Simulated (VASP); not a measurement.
# LiF (P1) in VASP: single point with PBEsol+D4

Aim: the single point of LiF with PBEsol+D4.

Everything below comes from runs of VASP 6.6.1. Logs are shortened: lines on timing, memory, paths and dates and some standing lists are left out, and cuts for length are marked.

## (1) The cell of the first run

The typed cell holds 2 atoms: a = 2.848 Å, b = 2.848 Å, c = 2.848 Å, α = 60.00°, β = 60.00°, γ = 60.00°.

## (2) Single point, PBEsol+D4 (atoms moved at random)

File INCAR:

```
PREC     = Accurate       # precision mode
ENCUT    = 520            # plane-wave cutoff, eV
EDIFF    = 1E-7           # SCF threshold, eV
ISMEAR   = -1             # smearing method
SIGMA    = 0.1            # smearing width, eV
LREAL    = F              # projectors in reciprocal space
LASPH    = T              # aspherical terms in the spheres
NELM     = 100            # most SCF steps
ALGO     = Normal         # electronic algorithm
ISIF     = 2              # what is computed and relaxed
LWAVE    = F              # write WAVECAR
LCHARG   = F              # write CHGCAR
GGA      = PS             # functional
IVDW     = 13             # dispersion correction
NBANDS   = 12             # bands
```

File KPOINTS:

```
Automatic mesh
0
Gamma
  9 9 9
```

File POSCAR:

```
LiF
1.0
    0.0000000000      2.0140000000      2.0140000000
    2.0140000000      0.0000000000      2.0140000000
    2.0140000000      2.0140000000      0.0000000000
F Li
1 1
Direct
    0.5262920000      0.4790420000      0.4844860000
    0.0006450000      0.0223260000      0.0136390000
```

Potentials or basis: VASP PAW PBE potentials, release 64 (F, Li_sv).

Started as:

```sh
$ cat potpaw_PBE.64/F/POTCAR potpaw_PBE.64/Li_sv/POTCAR > POTCAR
$ mpirun -np 1 vasp_std > vasp.out
```

OUTCAR:

```text
PREC = Accurate
   ENCUT = 520
   EDIFF = 1E-7
   ISMEAR = -1
   LREAL = F
   LASPH = T
   NELM = 100
   ISIF = 2
   GGA = PS
   IVDW = 13

 ion  position               nearest neighbor table
   1  0.526  0.479  0.484-   2 1.87   2 1.98   2 2.01   2 2.03   2 2.05   2 2.16
   2  0.001  0.022  0.014-   1 1.87   1 1.98   1 2.01   1 2.03   1 2.05   1 2.16

  LATTYP: Found a face centered cubic cell.
 ALAT       =     4.0280000000

  Lattice vectors:

 A1 = (   0.0000000000,   2.0140000000,   2.0140000000)
 A2 = (   2.0140000000,   0.0000000000,   2.0140000000)
 A3 = (   2.0140000000,   2.0140000000,   0.0000000000)

Analysis of symmetry for initial positions (statically):
=====================================================================
 Subroutine PRICEL returns:
 Original cell was already a primitive cell.

 Routine SETGRP: Setting up the symmetry group for a
 face centered cubic supercell.

 Subroutine GETGRP returns: Found  1 space group operations
 (whereof  1 operations were pure point group operations)
 out of a pool of 48 trial point group operations.

The static configuration has the point symmetry C_1 .

Analysis of symmetry for dynamics (positions and initial velocities):
=====================================================================
 Subroutine PRICEL returns:
 Original cell was already a primitive cell.

 Routine SETGRP: Setting up the symmetry group for a
 face centered cubic supercell.

 Subroutine GETGRP returns: Found  1 space group operations
 (whereof  1 operations were pure point group operations)
 out of a pool of 48 trial point group operations.

The dynamic configuration has the point symmetry C_1 .

 Subroutine INISYM returns: Found  1 space group operations
 (whereof  1 operations are pure point group operations),
 and found     1 'primitive' translations

----------------------------------------------------------------------------------------

                                     Primitive cell

  volume of cell :      16.3384

  direct lattice vectors                    reciprocal lattice vectors
     0.000000000  2.014000000  2.014000000    -0.248262165  0.248262165  0.248262165
     2.014000000  0.000000000  2.014000000     0.248262165 -0.248262165  0.248262165
     2.014000000  2.014000000  0.000000000     0.248262165  0.248262165 -0.248262165

  length of vectors
     2.848226115  2.848226115  2.848226115     0.430002683  0.430002683  0.430002683

  position of ions in fractional coordinates (direct lattice)
     0.526292000  0.479042000  0.484486000
     0.000645000  0.022326000  0.013639000

  ion indices of the primitive-cell ions
   primitive index   ion index
[... 87 lines left out ...]
   EMIN   =  10.00;   EMAX   =-10.00  energy-range for DOS
   EFERMI =   0.00;   METHOD = LEGACY
   ISMEAR =    -1;   SIGMA  =   0.10  broadening in eV -4-tet -1-fermi 0-gaus
   EFERMI_NEDOS =   21; number of points for ismear=-14 and -15
   IALGO  =     38    algorithm
   IMIX   =      4    mixing-type and parameters
     AMIX     =   0.40;   BMIX     =  1.00
     AMIX_MAG =   1.60;   BMIX_MAG =  1.00
  volume/ion in A,a.u.               =       8.17        55.13
  Fermi-wavevector in a.u.,A,eV,Ry     =   1.389970  2.626662 26.286674  1.932016
  Thomas-Fermi vector in A             =   2.513950
   LORBIT       =      0    0 simple, 1 ext, 2 COOP (PROOUT), +10 PAW based schemes
   GGA     = PS    functional components
   LHFCALC =     F    Hartree Fock is set to
   AEXX    =    0.0000 exact exchange contribution
   IVDW    =    13    specifies the selected vdW correction
   LEPSILON=     F    determine dielectric tensor
   LRPA    =     F    only Hartree local field effects (RPA)
 non-spin polarized calculation
  energy-cutoff  :      520.00
  volume of cell :       16.34
 maximum number of plane-waves:       459
 NGX is ok and might be reduce to    24
   NGX = 11   NGY = 11   NGZ = 11

 number of electron      10.0000000 magnetization

 number of electron       9.9999999 magnetization

 Free energy of the ion-electron system (eV)
  ---------------------------------------------------
  ext. energy  EPLUGINS =         0.00000000
  ---------------------------------------------------
  free energy    TOTEN  =        -9.83128919 eV

  energy without entropy =       -9.83128919  energy(sigma->0) =       -9.83128919

 E-fermi :   1.3039     XC(G=0): -10.1923

 val. band max:       -1.1092391979   @ k =   0.0000   0.0000   0.0000
 cond. band min:       7.7719680700   @ k =   0.0000   0.0000   0.0000
 fundamental gap:      8.8812072679
 Fermi energy:         1.3039324654

 k-point     1 :       0.0000    0.0000    0.0000
  band No.  band energies     occupation
      1     -41.3010      2.00000
      2     -20.9790      2.00000
      3      -1.1496      2.00000
      4      -1.1112      2.00000
      5      -1.1092      2.00000
      6       7.7720      0.00000
      7      21.9127      0.00000
      8      21.9294      0.00000
      9      22.8721      0.00000
     10      23.0287      0.00000
     11      23.8624      0.00000
     12      23.8904      0.00000
[... 331 lines left out ...]
 k-point    24 :       0.1111    0.1111   -0.1111
  band No.  band energies     occupation
      1     -41.2757      2.00000
      2     -20.8112      2.00000
      3      -2.0956      2.00000
      4      -1.3722      2.00000
      5      -1.3002      2.00000
      6       8.9903      0.00000
      7      17.6050      0.00000
      8      19.5690      0.00000
      9      20.0181      0.00000
     10      22.0952      0.00000
     11      27.3614      0.00000
     12      27.6908      0.00000

 [... further k-points ...]

------------------------ aborting loop because EDIFF is reached ----------------------------------------

  DFT-D4 for vdW energy calculation

  Edisp (eV):   -0.07004

  FORCE on cell =-STRESS in cart. coord.  units (eV):
  Direction    XX          YY          ZZ          XY          YZ          ZX
  --------------------------------------------------------------------------------------
  -------------------------------------------------------------------------------------
  Total       0.10747    -0.22905    -0.21102    -0.00199    -0.00033    -0.01002
  in kB      10.53900   -22.46121   -20.69290    -0.19507    -0.03272    -0.98307
  external pressure =      -10.87 kB  Pullay stress =        0.00 kB

 VOLUME and BASIS-vectors are now :
 -----------------------------------------------------------------------------
  energy-cutoff  :      520.00
  volume of cell :       16.34
      direct lattice vectors                 reciprocal lattice vectors
     0.000000000  2.014000000  2.014000000    -0.248262165  0.248262165  0.248262165
     2.014000000  0.000000000  2.014000000     0.248262165 -0.248262165  0.248262165
     2.014000000  2.014000000  0.000000000     0.248262165  0.248262165 -0.248262165

 POSITION                                       TOTAL-FORCE (eV/Angst)
 -----------------------------------------------------------------------------------
      1.94055      2.03571      2.02474         0.293519      0.010656      0.053384
      0.07243      0.02877      0.04626        -0.293519     -0.010656     -0.053384
 -----------------------------------------------------------------------------------
    total drift:                               -0.000043      0.000184      0.000023

  FREE ENERGIE OF THE ION-ELECTRON SYSTEM (eV)
  ---------------------------------------------------
  free  energy   TOTEN  =        -9.9013328996 eV

  energy  without entropy=       -9.9013328996  energy(sigma->0) =       -9.90133290
```

OSZICAR:

```text
N       E                     dE             d eps       ncg     rms          rms(c)
DAV:   1     0.307746983592E+02    0.30775E+02   -0.53908E+03  9188   0.842E+02
DAV:   2    -0.914028809686E+01   -0.39915E+02   -0.39041E+02 10604   0.187E+02
DAV:   3    -0.102546223755E+02   -0.11143E+01   -0.11114E+01 11660   0.271E+01
DAV:   4    -0.102665546272E+02   -0.11932E-01   -0.11932E-01  9968   0.291E+00
DAV:   5    -0.102666954280E+02   -0.14080E-03   -0.14080E-03 11264   0.238E-01    0.410E+00
DAV:   6    -0.983016720843E+01    0.43653E+00   -0.20488E+00  9992   0.883E+00    0.140E+00
DAV:   7    -0.982854349938E+01    0.16237E-02   -0.16018E-02 11020   0.114E+00    0.845E-01
DAV:   8    -0.983121804392E+01   -0.26745E-02   -0.12299E-02 10656   0.123E+00    0.109E-01
DAV:   9    -0.983123527190E+01   -0.17228E-04   -0.11741E-03 10316   0.304E-01    0.442E-02
DAV:  10    -0.983129013026E+01   -0.54858E-04   -0.10642E-04 10124   0.806E-02    0.118E-02
DAV:  11    -0.983128921852E+01    0.91175E-06   -0.81681E-06 11684   0.278E-02    0.326E-03
DAV:  12    -0.983128919259E+01    0.25921E-07   -0.97059E-07 10056   0.936E-03
   1 F= -.99013329E+01 E0= -.99013329E+01  d E =-.157473E-10
```

stdout:

```text
POSCAR found type information on POSCAR F Li
 POSCAR found :  2 types and       2 ions
 scaLAPACK will be used
 -----------------------------------------------------------------------------
|                                                                             |
|                                                                             |
|     You enforced a specific xc type in the INCAR file but a different       |
|     I HOPE YOU KNOW WHAT YOU ARE DOING!                                     |
|                                                                             |
 -----------------------------------------------------------------------------

 LDA part: xc-table for (Slater+PW92), standard interpolation
 POSCAR, INCAR and KPOINTS ok, starting setup
 FFT: planning ... GRIDC
 FFT: planning ... GRID_SOFT
 FFT: planning ... GRID
 WAVECAR not read
 entering main loop
```

Wall time 89 s (1 thread of Intel Xeon 8259CL, shared host); peak memory 0.18 GiB.

Results:

* Free energy: -9.9013 eV
* Largest force: 0.299 eV/Å
* Band gap on the k mesh: 8.88 eV
* Dispersion energy per atom: -0.035 eV

Forces in eV/Å, atoms in the order of the input:
```
F    0.294  0.011  0.053
Li  -0.294 -0.011 -0.053
```

Caveat: the cell differs from its parent crystal (atoms moved at random); the cutoff is under 1.25 times the usual one of these potentials, so pressure, stress and relaxed cells hold a basis-set (Pulay) error; the PAW data sets were made with another functional, which shifts forces and pressure a little; an odd mesh through Γ misses points on the zone boundary, where band edges can lie.
